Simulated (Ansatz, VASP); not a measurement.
**Cu2B in VASP and in Ansatz**

The input INCAR:

```
  PREC = Accurate
  ENCUT = 520
  EDIFF = 1E-6
  ISMEAR = -1
  SIGMA = 0.05
  LREAL = F
  LASPH = T
  NELM = 60
  ALGO = Normal
  ISIF = 2
  LWAVE = F
  LCHARG = F
  LMAXMIX = 4
  LDAU = T
  LDAUTYPE = 2
  LDAUL = 2 -1
  LDAUU = 3 0
  LDAUJ = 0 0
  LDAUPRINT = 1
  GGA = PS
  NBANDS = 34
```

Contents of KPOINTS:

```
regular mesh
0
Gamma
  5 5 5
```

The input POSCAR:

```
Cu2B
1.0
    0.0000000000      3.2834700000      3.2834700000
    3.2834700000      0.0000000000      3.2834700000
    3.2834700000      3.2834700000      0.0000000000
Cu B
4 2
Direct
    0.1250000000      0.1250000000      0.1250000000
    0.6250000000      0.1250000000      0.1250000000
    0.1250000000      0.1250000000      0.6250000000
    0.1250000000      0.6250000000      0.1250000000
    0.5000000000      0.5000000000      0.5000000000
    0.7500000000      0.7500000000      0.7500000000
```

The input input.yaml:

```yaml
crystal:
  lattice:
    - [0.0, 3.28347, 3.28347]
    - [3.28347, 0.0, 3.28347]
    - [3.28347, 3.28347, 0.0]
  atoms:
    - { symbol: Cu, position: [0.125, 0.125, 0.125] }
    - { symbol: Cu, position: [0.625, 0.125, 0.125] }
    - { symbol: Cu, position: [0.125, 0.125, 0.625] }
    - { symbol: Cu, position: [0.125, 0.625, 0.125] }
    - { symbol: B, position: [0.5, 0.5, 0.5] }
    - { symbol: B, position: [0.75, 0.75, 0.75] }
hamiltonian:
  xc: pbesol
  pseudopotentials: { kind: paw }
  hubbard: { sites: [{ species: Cu, l: d, u_eff: 3.0 }] }
kpoints:
  mp_grid: { grid: [5, 5, 5] }
scf:
  occupations: { method: fermi_dirac, width: 0.05 }
output:
  forces: true
  stress: true
  eigenvalues: true
```

Alike in both runs: task single point; functional PBEsol; k mesh 5 × 5 × 5; occupations fermi-dirac, width 0.05 eV; no spin polarisation; Hubbard terms Cu d U = 3 eV.

|  | VASP | Ansatz |
| --- | --- | --- |
| version | VASP 6.6.1 | Ansatz 0.2.0 |
| potentials or method | VASP PAW PBE potentials, release 64 (Cu, B) | Ansatz PAW |
| plane-wave cutoff (eV) | 520 | 420 |
| valence electrons in the cell | 50 | 82 |

Ansatz gave:

```
gap on the k mesh at the Fermi level (eV) : none
pressure (GPa)                            : -5.6
```

Question: Which values does VASP return?

Answer: gap on the k mesh at the Fermi level (eV): none; pressure (GPa): -8.5.

VASP's potentials were made for PBE, not for PBEsol. The programs project onto different local orbitals, so the same U acts differently, and such runs can settle in different states. A gap of «none» marks a metal or a gap that the smearing closes. VASP's potentials hold 50 valence electrons a cell and Ansatz's 82, so a difference there can come from the potentials and not from the codes.
